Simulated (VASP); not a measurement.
# InSe (C2/m) in VASP: further runs

Aim: see how the results for InSe move with the level of theory and the settings. Levels: PBE, PBE+D4, PBE+D3(BJ), LDA. Tasks: single point.

Everything below comes from runs of VASP 6.6.1. Logs are shortened: lines on timing, memory, paths and dates and some standing lists are left out, and cuts for length are marked.

## 1. The cell of the first run

Symmetry: C2/m, No. 12, monoclinic system. Conventional cell: a = 11.759 Å, b = 4.110 Å, c = 4.698 Å, α = 90.00°, β = 110.33°, γ = 90.00°. In (site symmetry m) has 3 Se at 2.68 to 2.69 Å and 1 In at 2.79 Å within 3.5 Å. Within 3.7 Å of Se (site symmetry m) lie 5 In at 2.68 to 3.70 Å and 3 Se at 3.47 to 3.61 Å.

## 2. Single point, PBE

The input, INCAR:

```
PREC = Accurate
ENCUT = 520
EDIFF = 1E-6
ISMEAR = 0
SIGMA = 0.01
LREAL = False
LASPH = True
NELM = 100
ALGO = Normal
ISIF = 2
LWAVE = False
LCHARG = False
GGA = PE
NBANDS = 27
```

The input, KPOINTS:

```
regular mesh
0
Gamma
  4 4 4
```

The input, POSCAR:

```
InSe
1.0
    5.8791337507     -2.0549058466      0.0681432510
    5.8791337507      2.0549058466      0.0681432510
   -1.6833202670      0.0000000000      4.3858737115
In Se
2 2
Direct
    0.1131988104      0.1131988104      0.9651314868
    0.8868011896      0.8868011896      0.0348685132
    0.3425801077      0.3425801077      0.3509444884
    0.6574198923      0.6574198923      0.6490555116
```

Potentials or basis: VASP PAW PBE potentials, release 64 (In_d, Se).

On the command line:

```sh
$ cat potpaw_PBE.64/In_d/POTCAR potpaw_PBE.64/Se/POTCAR > POTCAR
$ mpirun -np 1 vasp_std > vasp.out
```

OUTCAR:

```text
PREC = Accurate
   ENCUT = 520
   EDIFF = 1E-6
   ISMEAR = 0
   LREAL = False
   LASPH = True
   NELM = 100
   ISIF = 2
   GGA = PE

 ion  position               nearest neighbor table
   1  0.113  0.113  0.965-   3 2.68   4 2.69   4 2.69   2 2.79   2 3.73   2 3.73
   2  0.887  0.887  0.035-   4 2.68   3 2.69   3 2.69   1 2.79   1 3.73   1 3.73
   3  0.343  0.343  0.351-   1 2.68   2 2.69   2 2.69
   4  0.657  0.657  0.649-   2 2.68   1 2.69   1 2.69

  LATTYP: Found a base centered monoclinic cell.
 ALAT       =    11.7590573026
 B/A-ratio  =     0.3495018000
 C/A-ratio  =     0.3995059951
 COS(beta)  =    -0.3474755133

  Lattice vectors:

 A1 = (   5.8791337507,  -2.0549058466,   0.0681432510)
 A2 = (   5.8791337507,   2.0549058466,   0.0681432510)
 A3 = (  -1.6833202670,   0.0000000000,   4.3858737115)

Analysis of symmetry for initial positions (statically):
=====================================================================
 Subroutine PRICEL returns:
 Original cell was already a primitive cell.

 Routine SETGRP: Setting up the symmetry group for a
 base centered monoclinic supercell.

 Subroutine GETGRP returns: Found  4 space group operations
 (whereof  4 operations were pure point group operations)
 out of a pool of  4 trial point group operations.

The static configuration has the point symmetry C_2h.

Analysis of symmetry for dynamics (positions and initial velocities):
=====================================================================
 Subroutine PRICEL returns:
 Original cell was already a primitive cell.

 Routine SETGRP: Setting up the symmetry group for a
 base centered monoclinic supercell.

 Subroutine GETGRP returns: Found  4 space group operations
 (whereof  4 operations were pure point group operations)
 out of a pool of  4 trial point group operations.

The dynamic configuration has the point symmetry C_2h.

 Subroutine INISYM returns: Found  4 space group operations
 (whereof  4 operations are pure point group operations),
 and found     1 'primitive' translations

----------------------------------------------------------------------------------------

                                     Primitive cell

  volume of cell :     106.4435

[... 87 lines left out ...]
   LSORBIT =      F    spin-orbit coupling
   LASPH  =      T    aspherical Exc in radial PAW
   ENCUT  =  520.0 eV  38.22 Ry    6.18 a.u.  11.58 11.58  8.73*2*pi/ulx,y,z
   NELM   =    100;   NELMIN=  2; NELMDL= -5     # of ELM steps
   EDIFF  = 0.1E-05   stopping-criterion for ELM
   LREAL  =      F    real-space projection
   EDIFFG = 0.1E-04   stopping-criterion for IOM
   NSW    =      0    number of steps for IOM
   IBRION =     -1    ionic relax: 0-MD 1-quasi-New 2-CG
   NFREE  =      0    steps in history (QN), initial steepest desc. (CG)
   ISIF   =      2    stress and relaxation
   ISYM   =      2    0-nonsym 1-usesym 2-fastsym
   POTIM  = 0.5000    time-step for ionic-motion
   TEBEG  =    0.0;   TEEND  =   0.0 temperature during run
   PSTRESS=    0.0 pullay stress
   NELECT =      38.0000    total number of electrons
   NUPDOWN=      -1.0000    fix difference up-down
   EMIN   =  10.00;   EMAX   =-10.00  energy-range for DOS
   EFERMI =   0.00;   METHOD = LEGACY
   ISMEAR =     0;   SIGMA  =   0.01  broadening in eV -4-tet -1-fermi 0-gaus
   EFERMI_NEDOS =   21; number of points for ismear=-14 and -15
   IALGO  =     38    algorithm
   IMIX   =      4    mixing-type and parameters
     AMIX     =   0.40;   BMIX     =  1.00
     AMIX_MAG =   1.60;   BMIX_MAG =  1.00
  volume/ion in A,a.u.               =      26.61       179.58
  Fermi-wavevector in a.u.,A,eV,Ry     =   1.161350  2.194633 18.350627  1.348733
  Thomas-Fermi vector in A             =   2.297923
   LORBIT       =      0    0 simple, 1 ext, 2 COOP (PROOUT), +10 PAW based schemes
   GGA     = PE    functional components
   LHFCALC =     F    Hartree Fock is set to
   AEXX    =    0.0000 exact exchange contribution
   IVDW    =     0    specifies the selected vdW correction
   LEPSILON=     F    determine dielectric tensor
   LRPA    =     F    only Hartree local field effects (RPA)
 non-spin polarized calculation
 Gauss-broadening in eV      SIGMA  =   0.01
  energy-cutoff  :      520.00
  volume of cell :      106.44
 maximum number of plane-waves:      2894
 NGX is ok and might be reduce to    48
   NGX = 23   NGY = 23   NGZ = 17

 number of electron      38.0000004 magnetization

 Free energy of the ion-electron system (eV)
  ---------------------------------------------------
  ext. energy  EPLUGINS =         0.00000000
  ---------------------------------------------------
  free energy    TOTEN  =       -14.01086339 eV

  energy without entropy =      -14.01086339  energy(sigma->0) =      -14.01086339

 E-fermi :   4.5804     XC(G=0):  -9.4668

 val. band max:        4.4756202289   @ k =  -0.2500  -0.2500   0.2500
 cond. band min:       5.6882910686   @ k =   0.0000   0.0000   0.5000
 fundamental gap:      1.2126708397
 Fermi energy:         4.5804177442

 k-point     1 :       0.0000    0.0000    0.0000
  band No.  band energies     occupation
      1      -9.9223      2.00000
      2      -9.8217      2.00000
      3      -9.6104      2.00000
      4      -9.5924      2.00000
      5      -9.5552      2.00000
      6      -9.5512      2.00000
[... 709 lines left out ...]
     26      11.9130      0.00000
     27      12.6075      0.00000

------------------------ aborting loop because EDIFF is reached ----------------------------------------

  FORCE on cell =-STRESS in cart. coord.  units (eV):
  Direction    XX          YY          ZZ          XY          YZ          ZX
  --------------------------------------------------------------------------------------
  -------------------------------------------------------------------------------------
  Total        1.6406053      1.9291128      1.5659462      0.0000000      0.0000000      0.0239156
  in kB       24.6942364     29.0368250     23.5704747      0.0000000      0.0000000      0.3599749
  external PRESSURE =      25.7671787 kB  Pullay stress =       0.0000000 kB

 VOLUME and BASIS-vectors are now :
 -----------------------------------------------------------------------------
  energy-cutoff  :      520.00
  volume of cell :      106.44
      direct lattice vectors                 reciprocal lattice vectors
     5.879133751 -2.054905847  0.068143251     0.084669883 -0.243320151  0.032496725
     5.879133751  2.054905847  0.068143251     0.084669883  0.243320151  0.032496725
    -1.683320267  0.000000000  4.385873712    -0.002631029  0.000000000  0.226994939

 POSITION                                       TOTAL-FORCE (eV/Angst)
 -----------------------------------------------------------------------------------
     -0.29360      0.00000      4.24837        -0.064227      0.000000      0.024434
     10.36855      0.00000      0.27379         0.064227      0.000000     -0.024434
      3.43740      0.00000      1.58589         0.021939      0.000000      0.256772
      6.63755      0.00000      2.93627        -0.021939      0.000000     -0.256772
 -----------------------------------------------------------------------------------
    total drift:                                0.000000      0.000000     -0.000000

  FREE ENERGIE OF THE ION-ELECTRON SYSTEM (eV)
  ---------------------------------------------------
  free  energy   TOTEN  =       -14.0108633896 eV

  energy  without entropy=      -14.0108633896  energy(sigma->0) =      -14.01086339
```

stdout:

```text
POSCAR found type information on POSCAR InSe
 POSCAR found :  2 types and       4 ions
 scaLAPACK will be used
 LDA part: xc-table for (Slater+PW92), standard interpolation
 POSCAR, INCAR and KPOINTS ok, starting setup
 FFT: planning ... GRIDC
 FFT: planning ... GRID_SOFT
 FFT: planning ... GRID
 WAVECAR not read
 entering main loop
```

It took 1.7 min on 1 thread of Intel Xeon Platinum 8259CL at 2.50GHz (Skylake/Cascade Lake), shared host; peak memory 0.29 GiB.

What came out:

```
Free energy            : -14.0109 eV
Pressure               : 2.6 GPa
Largest force          : 0.258 eV/Å
Band gap on the k mesh : 1.21 eV (least direct gap 1.25 eV)
```

Forces on the atoms (eV/Å):
```
In  -0.064  0.000  0.024
In   0.064  0.000 -0.024
Se   0.022  0.000  0.257
Se  -0.022  0.000 -0.257
```

Levels at points of the mesh, in eV from the valence-band top:
| k point | band 17 | band 18 | band 19 | band 20 | band 21 | band 22 |
| --- | --- | --- | --- | --- | --- | --- |
| (0.00, 0.00, 0.00) | -2.01 | -1.44 | -1.13 | 2.92 | 3.50 | 4.09 |
| (0.50, 0.00, 0.00) | -1.49 | -1.20 | -1.06 | 1.89 | 2.67 | 3.63 |
| (0.50, 0.50, 0.00) | -0.96 | -0.59 | -0.06 | 1.41 | 2.94 | 3.13 |
| (0.00, 0.00, 0.50) | -1.39 | -0.97 | -0.04 | 1.21 | 2.50 | 3.73 |
| (0.50, 0.00, 0.50) | -2.26 | -2.13 | -1.44 | 2.44 | 3.42 | 4.31 |
| (0.50, 0.50, 0.50) | -1.26 | -0.80 | -0.25 | 2.36 | 3.28 | 3.40 |

Caveat: spin-orbit coupling is left out, which moves the levels of the heavy elements. A k mesh can miss the band edges.

(Continued in part 2 of 2.)
